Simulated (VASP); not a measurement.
# BaTiO3 (Amm2) in VASP: further runs

BaTiO3 is run at these levels: PBE; tasks: single point.

All numbers are computed with VASP 6.6.1; they aren't measurements. Logs are shortened: lines on timing, memory, paths and dates and some standing lists are left out, and cuts for length are marked.

**1. The cell of the first run**

It takes space group Amm2 (No. 38, orthorhombic). The conventional cell has a = 3.903 Å, b = 5.558 Å, c = 5.575 Å, α = 90.00°, β = 90.00°, γ = 90.00°. Within 3.6 Å of Ba (site symmetry mm2) lie 12 O at 2.75 to 2.83 Å and 8 Ti at 3.37 to 3.43 Å. Ti (site symmetry mm2) has 6 O at 1.91 to 2.02 Å within 2.5 Å. Within 2.6 Å of O (site symmetry mm2) lie 2 Ti at 1.95 Å. O (site symmetry m) has 2 Ti at 1.91 to 2.02 Å within 2.5 Å.

**2. Single point, PBE (12.09 Å³/atom)**

INCAR reads:

```
ALGO = Normal ; EDIFF = 1E-7
ENCUT = 520 ; GGA = PE
ISIF = 2 ; ISMEAR = -1
LASPH = T ; LCHARG = F
LREAL = F ; LWAVE = F
NBANDS = 28 ; NELM = 60
PREC = Accurate ; SIGMA = 0.02
```

KPOINTS reads:

```
k-points
0
Gamma
  8 8 8
```

POSCAR reads:

```
BaTiO3
1.0
    3.9027690157      0.0000000000      0.0000000000
    0.0000000000      2.7791347697      2.7877061482
    0.0000000000     -2.7791347697      2.7877061482
Ba Ti O
1 1 3
Direct
    0.0000000000      0.0020886475      0.0020886475
    0.5000000000      0.5082915222      0.5082915222
    0.0000000000      0.4953207296      0.4953207296
    0.5000000000      0.4963954947      0.9941236060
    0.5000000000      0.9941236060      0.4963954947
```

Potentials or basis: VASP PAW PBE potentials, release 64 (Ba_sv, Ti_sv, O).

Command:

```sh
cat potpaw_PBE.64/Ba_sv/POTCAR potpaw_PBE.64/Ti_sv/POTCAR potpaw_PBE.64/O/POTCAR > POTCAR
mpirun -np 1 vasp_std > vasp.out
```

OUTCAR:

```text
EDIFF = 1E-7
   ENCUT = 520
   GGA = PE
   ISIF = 2
   ISMEAR = -1
   LASPH = T
   LREAL = F
   NELM = 60
   PREC = Accurate

 ion  position               nearest neighbor table
   1  0.000  0.002  0.002-   3 2.75   4 2.76   5 2.76   4 2.76   5 2.76   3 2.78   3 2.78   5 2.79
                             4 2.79   5 2.79   4 2.79   3 2.83   2 3.37   2 3.37   2 3.40   2 3.40
   2  0.500  0.508  0.508-   4 1.91   5 1.91   3 1.95   3 1.95   5 2.02   4 2.02   1 3.37   1 3.37
                             1 3.40   1 3.40   1 3.40   1 3.40   1 3.43   1 3.43
   3  0.000  0.495  0.495-   2 1.95   2 1.95   1 2.75   1 2.78   1 2.78   1 2.83
   4  0.500  0.496  0.994-   2 1.91   2 2.02   1 2.76   1 2.76   1 2.79   1 2.79
   5  0.500  0.994  0.496-   2 1.91   2 2.02   1 2.76   1 2.76   1 2.79   1 2.79

  LATTYP: Found a base centered orthorhombic cell.
 ALAT       =     5.5582695394
 B/A-ratio  =     1.0030841896
 C/A-ratio  =     0.7021554079

  Lattice vectors:

 A1 = (   0.0000000000,   2.7791347697,  -2.7877061482)
 A2 = (   0.0000000000,   2.7791347697,   2.7877061482)
 A3 = (   3.9027690157,   0.0000000000,   0.0000000000)

Analysis of symmetry for initial positions (statically):
=====================================================================
 Subroutine PRICEL returns:
 Original cell was already a primitive cell.

 Routine SETGRP: Setting up the symmetry group for a
 base centered orthorhombic supercell.

 Subroutine GETGRP returns: Found  4 space group operations
 (whereof  4 operations were pure point group operations)
 out of a pool of  8 trial point group operations.

The static configuration has the point symmetry C_2v.

Analysis of symmetry for dynamics (positions and initial velocities):
=====================================================================
 Subroutine PRICEL returns:
 Original cell was already a primitive cell.

 Routine SETGRP: Setting up the symmetry group for a
 base centered orthorhombic supercell.

 Subroutine GETGRP returns: Found  4 space group operations
 (whereof  4 operations were pure point group operations)
 out of a pool of  8 trial point group operations.

The dynamic configuration has the point symmetry C_2v.

 Subroutine INISYM returns: Found  4 space group operations
 (whereof  4 operations are pure point group operations),
 and found     1 'primitive' translations

----------------------------------------------------------------------------------------

                                     Primitive cell

  volume of cell :      60.4727

  direct lattice vectors                    reciprocal lattice vectors
     3.902769016  0.000000000  0.000000000     0.256228333  0.000000000  0.000000000
     0.000000000  2.779134770  2.787706148     0.000000000  0.179912110  0.179358933
     0.000000000 -2.779134770  2.787706148     0.000000000 -0.179912110  0.179358933

  length of vectors
     3.902769016  3.936355629  3.936355629     0.256228333  0.254043292  0.254043292

  position of ions in fractional coordinates (direct lattice)
     0.000000000  0.002088648  0.002088648
     0.500000000  0.508291522  0.508291522
     0.000000000  0.495320730  0.495320730
     0.500000000  0.496395495  0.994123606
     0.500000000  0.994123606  0.496395495

  ion indices of the primitive-cell ions
   primitive index   ion index
                 1           1
                 2           2
                 3           3
                 4           4
                 5           5

----------------------------------------------------------------------------------------

 KPOINTS: k-points

Automatic generation of k-mesh.
 Grid dimensions read from file:
 generate k-points for:    8    8    8

 Generating k-lattice:

  Cartesian coordinates                     Fractional coordinates (reciprocal lattice)
     0.032028542  0.000000000  0.000000000     0.125000000  0.000000000  0.000000000
     0.000000000  0.022489014  0.022419867     0.000000000  0.125000000  0.000000000
     0.000000000 -0.022489014  0.022419867     0.000000000  0.000000000  0.125000000

  Length of vectors
     0.032028542  0.031755411  0.031755411

  Shift w.r.t. Gamma in fractional coordinates (k-lattice)
     0.000000000  0.000000000  0.000000000

 Subroutine IBZKPT returns following result:
 ===========================================

 Found    105 irreducible k-points:

 Following reciprocal coordinates:
            Coordinates               Weight
  0.000000  0.000000  0.000000      1.000000
  0.125000  0.000000  0.000000      2.000000
  0.250000  0.000000  0.000000      2.000000
  0.375000  0.000000  0.000000      2.000000
  0.500000  0.000000  0.000000      1.000000
  0.000000  0.125000 -0.000000      4.000000
[... 16 lines left out ...]
  0.250000  0.500000 -0.000000      4.000000
  0.375000  0.500000 -0.000000      4.000000
 [... further k-points ...]
   k-points           NKPTS =    105   k-points in BZ     NKDIM =    105   number of bands    NBANDS=     28
   number of dos      NEDOS =    301   number of ions     NIONS =      5
   total plane-waves  NPLWV =  27000
   dimension x,y,z NGX =    30 NGY =   30 NGZ =   30
   dimension x,y,z NGXF=    60 NGYF=   60 NGZF=   60
   ions per type =               1   1   3
   NGX,Y,Z   is equivalent  to a cutoff of  12.78, 12.67, 12.67 a.u.
   NGXF,Y,Z  is equivalent  to a cutoff of  25.56, 25.34, 25.34 a.u.
 SYSTEM =  unknown system
   PREC   = accura    normal or accurate (medium, high low for compatibility)
   ISTART =      0    job   : 0-new  1-cont  2-samecut
   ICHARG =      2    charge: 1-file 2-atom 10-const
   ISPIN  =      1    spin polarized calculation?
   LNONCOLLINEAR =      F non collinear calculations
   LSORBIT =      F    spin-orbit coupling
   LASPH  =      T    aspherical Exc in radial PAW
   ENCUT  =  520.0 eV  38.22 Ry    6.18 a.u.   7.26  7.32  7.32*2*pi/ulx,y,z
   NELM   =     60;   NELMIN=  2; NELMDL= -5     # of ELM steps
   EDIFF  = 0.1E-06   stopping-criterion for ELM
   LREAL  =      F    real-space projection
   EDIFFG = 0.1E-05   stopping-criterion for IOM
   NSW    =      0    number of steps for IOM
   IBRION =     -1    ionic relax: 0-MD 1-quasi-New 2-CG
   NFREE  =      0    steps in history (QN), initial steepest desc. (CG)
   ISIF   =      2    stress and relaxation
   ISYM   =      2    0-nonsym 1-usesym 2-fastsym
   POTIM  = 0.5000    time-step for ionic-motion
   TEBEG  =    0.0;   TEEND  =   0.0 temperature during run
   PSTRESS=    0.0 pullay stress
   NELECT =      40.0000    total number of electrons
   NUPDOWN=      -1.0000    fix difference up-down
   EMIN   =  10.00;   EMAX   =-10.00  energy-range for DOS
   EFERMI =   0.00;   METHOD = LEGACY
   ISMEAR =    -1;   SIGMA  =   0.02  broadening in eV -4-tet -1-fermi 0-gaus
   EFERMI_NEDOS =   21; number of points for ismear=-14 and -15
   IALGO  =     38    algorithm
   IMIX   =      4    mixing-type and parameters
     AMIX     =   0.40;   BMIX     =  1.00
     AMIX_MAG =   1.60;   BMIX_MAG =  1.00
  volume/ion in A,a.u.               =      12.09        81.62
  Fermi-wavevector in a.u.,A,eV,Ry     =   1.426401  2.695507 27.682689  2.034620
  Thomas-Fermi vector in A             =   2.546682
   LORBIT       =      0    0 simple, 1 ext, 2 COOP (PROOUT), +10 PAW based schemes
   GGA     = PE    functional components
   LHFCALC =     F    Hartree Fock is set to
   AEXX    =    0.0000 exact exchange contribution
   IVDW    =     0    specifies the selected vdW correction
   LEPSILON=     F    determine dielectric tensor
   LRPA    =     F    only Hartree local field effects (RPA)
 non-spin polarized calculation
  energy-cutoff  :      520.00
  volume of cell :       60.47
 maximum number of plane-waves:      1649
 NGX is ok and might be reduce to    30
   NGX = 15   NGY = 15   NGZ = 15

 number of electron      40.0000013 magnetization

 Free energy of the ion-electron system (eV)
  ---------------------------------------------------
  ext. energy  EPLUGINS =         0.00000000
  ---------------------------------------------------
  free energy    TOTEN  =       -39.74279616 eV

  energy without entropy =      -39.74279616  energy(sigma->0) =      -39.74279616

 E-fermi :   4.8108     XC(G=0): -11.5698

 val. band max:        4.3018305600   @ k =   0.5000   0.5000   0.5000
 cond. band min:       6.2266392282   @ k =   0.0000   0.0000   0.0000
 fundamental gap:      1.9248086682
 Fermi energy:         4.8107951672

 k-point     1 :       0.0000    0.0000    0.0000
  band No.  band energies     occupation
      1     -52.0471      2.00000
      2     -28.3022      2.00000
      3     -28.2987      2.00000
      4     -28.2973      2.00000
      5     -20.3993      2.00000
      6     -12.7222      2.00000
[... 20 lines left out ...]
     27       9.4630      0.00000
     28      12.3414      0.00000

 k-point     2 :       0.1250    0.0000    0.0000
  band No.  band energies     occupation
      1     -52.0469      2.00000
      2     -28.3085      2.00000
      3     -28.3017      2.00000
      4     -28.2983      2.00000
      5     -20.3750      2.00000
      6     -12.7340      2.00000
[... 20 lines left out ...]
     27       9.7861      0.00000
     28      12.7333      0.00000

 k-point     3 :       0.2500    0.0000    0.0000
  band No.  band energies     occupation
      1     -52.0463      2.00000
      2     -28.3353      2.00000
      3     -28.3006      2.00000
      4     -28.2972      2.00000
      5     -20.3152      2.00000
      6     -12.8349      2.00000
[... 20 lines left out ...]
     27      10.6192      0.00000
     28      12.9296      0.00000

 k-point     4 :       0.3750    0.0000    0.0000
  band No.  band energies     occupation
      1     -52.0457      2.00000
      2     -28.3619      2.00000
      3     -28.2996      2.00000
      4     -28.2961      2.00000
      5     -20.2538      2.00000
      6     -12.9883      2.00000
[... 578 lines left out ...]
     27      12.5173      0.00000
     28      13.0312      0.00000

 k-point    23 :       0.2500    0.5000   -0.0000
  band No.  band energies     occupation
      1     -52.0449      2.00000
      2     -28.3663      2.00000
      3     -28.3315      2.00000
      4     -28.2962      2.00000
      5     -20.1851      2.00000
      6     -12.7719      2.00000
[... 20 lines left out ...]
     27      13.2760      0.00000
     28      13.4330      0.00000

 k-point    24 :       0.3750    0.5000   -0.0000
  band No.  band energies     occupation
      1     -52.0444      2.00000
      2     -28.3644      2.00000
      3     -28.3573      2.00000
      4     -28.2952      2.00000
      5     -20.1476      2.00000
      6     -12.5217      2.00000
[... 20 lines left out ...]
     27      12.6976      0.00000
     28      14.3455      0.00000

 [... further k-points ...]

------------------------ aborting loop because EDIFF is reached ----------------------------------------

  FORCE on cell =-STRESS in cart. coord.  units (eV):
  Direction    XX          YY          ZZ          XY          YZ          ZX
  --------------------------------------------------------------------------------------
  -------------------------------------------------------------------------------------
  Total        6.5412727      6.0641966      5.7961932      0.0000000      0.0000000      0.0000000
  in kB      173.3059174    160.6661585    153.5656181      0.0000000      0.0000000      0.0000000
  external PRESSURE =     162.5125647 kB  Pullay stress =       0.0000000 kB

 VOLUME and BASIS-vectors are now :
 -----------------------------------------------------------------------------
  energy-cutoff  :      520.00
  volume of cell :       60.47
      direct lattice vectors                 reciprocal lattice vectors
     3.902769016  0.000000000  0.000000000     0.256228333  0.000000000  0.000000000
     0.000000000  2.779134770  2.787706148     0.000000000  0.179912110  0.179358933
     0.000000000 -2.779134770  2.787706148     0.000000000 -0.179912110  0.179358933

 POSITION                                       TOTAL-FORCE (eV/Angst)
 -----------------------------------------------------------------------------------
      0.00000      0.00000      0.01165         0.000000      0.000000     -0.025016
      1.95138      0.00000      2.83393         0.000000      0.000000     -0.017112
      0.00000      0.00000      2.76162         0.000000      0.000000      0.014920
      1.95138     -1.38325      4.15513         0.000000     -0.006398      0.013604
      1.95138      1.38325      4.15513         0.000000      0.006398      0.013604
 -----------------------------------------------------------------------------------
    total drift:                                0.000000      0.000002     -0.000461

  FREE ENERGIE OF THE ION-ELECTRON SYSTEM (eV)
  ---------------------------------------------------
  free  energy   TOTEN  =       -39.7427961572 eV

  energy  without entropy=      -39.7427961572  energy(sigma->0) =      -39.74279616
```

Run time: 2.3 min. Hardware: 1 thread of Intel Xeon 6975P-C, shared host; peak memory 0.3 GiB.

What came out:

```yaml
Free_energy: -39.7428 eV
Pressure: 16.3 GPa
Largest_force: 0.025 eV/Å
Band_gap_on_the_k_mesh: 1.92 eV (least direct gap 2.05 eV)
```

Forces on the atoms (eV/Å):
```
Ba   0.000  0.000 -0.025
Ti   0.000  0.000 -0.017
O    0.000  0.000  0.015
O    0.000 -0.006  0.014
O    0.000  0.006  0.014
```

Caveat: the cell stands under pressure; spin-orbit coupling is left out, which moves the levels of the heavy elements. A k mesh can miss the band edges.

**3. Single point, PBE (12.35 Å³/atom)**

This run uses another cell than the first one, of 12.35 Å³/atom.

INCAR reads:

```
SYSTEM = BaTiO3
PREC     = Accurate       ! precision mode
ENCUT    = 520            ! plane-wave cutoff, eV
EDIFF    = 1E-6           ! SCF threshold, eV
ISMEAR   = -1             ! smearing method
SIGMA    = 0.02           ! smearing width, eV
LREAL    = .False.        ! projectors in reciprocal space
LASPH    = .True.         ! aspherical terms in the spheres
NELM     = 60             ! most SCF steps
ALGO     = Normal         ! electronic algorithm
ISIF     = 2              ! what is computed and relaxed
LWAVE    = .False.        ! write WAVECAR
LCHARG   = .False.        ! write CHGCAR
GGA      = PE             ! functional
NBANDS   = 28             ! bands
```

KPOINTS reads:

```
Automatic mesh
0
Gamma
  8 8 8
  0 0 0
```

POSCAR reads:

```
BaTiO3
1.0
    3.9302542101      0.0000000000      0.0000000000
    0.0000000000      2.7987067862      2.8073385284
    0.0000000000     -2.7987067862      2.8073385284
Ba Ti O
1 1 3
Direct
    0.0000000000      0.0039379392      0.0039379392
    0.5000000000      0.5133164422      0.5133164422
    0.0000000000      0.4935760700      0.4935760700
    0.5000000000      0.4948426357      0.9905469129
    0.5000000000      0.9905469129      0.4948426357
```

Potentials or basis: VASP PAW PBE potentials, release 64 (Ba_sv, Ti_sv, O).

Command:

```sh
cat potpaw_PBE.64/Ba_sv/POTCAR potpaw_PBE.64/Ti_sv/POTCAR potpaw_PBE.64/O/POTCAR > POTCAR
mpirun -np 1 vasp_std > vasp.out
```

It took 2.8 min on 1 thread of Intel Xeon 6975P-C, shared host; peak memory 0.31 GiB.

Results (log left out):

* Free energy: -39.8564 eV
* Pressure: 12.2 GPa
* Largest force: 0.036 eV/Å
* Band gap on the k mesh: 1.99 eV (least direct gap 2.20 eV)

Forces in eV/Å, atoms in the order of the input:
```
Ba   0.000  0.000 -0.036
Ti   0.000  0.000 -0.033
O    0.000  0.000  0.020
O    0.000 -0.009  0.025
O    0.000  0.009  0.025
```

Stress tensor (GPa, compression positive):
```
12.66  0.00  0.00
 0.00 12.25  0.00
 0.00  0.00 11.81
```

Levels at points of the mesh, in eV from the valence-band top:
| k point | band 18 | band 19 | band 20 | band 21 | band 22 | band 23 |
| --- | --- | --- | --- | --- | --- | --- |
| (0.00, 0.00, 0.00) | -0.28 | -0.27 | -0.21 | 1.99 | 2.10 | 2.13 |
| (0.50, 0.00, 0.00) | -1.75 | -0.92 | -0.83 | 2.29 | 3.76 | 3.83 |
| (0.00, 0.50, 0.00) | -1.80 | -0.81 | -0.74 | 2.20 | 3.76 | 3.78 |
| (0.50, 0.50, 0.00) | -0.87 | -0.86 | -0.09 | 3.79 | 3.82 | 4.20 |
| (0.00, 0.50, 0.50) | -0.88 | -0.85 | -0.16 | 3.77 | 3.79 | 4.17 |
| (0.50, 0.50, 0.50) | -0.07 | -0.01 | 0.00 | 4.44 | 4.45 | 4.50 |

Caveat: the cell stands under pressure; spin-orbit coupling is left out, which moves the levels of the heavy elements.
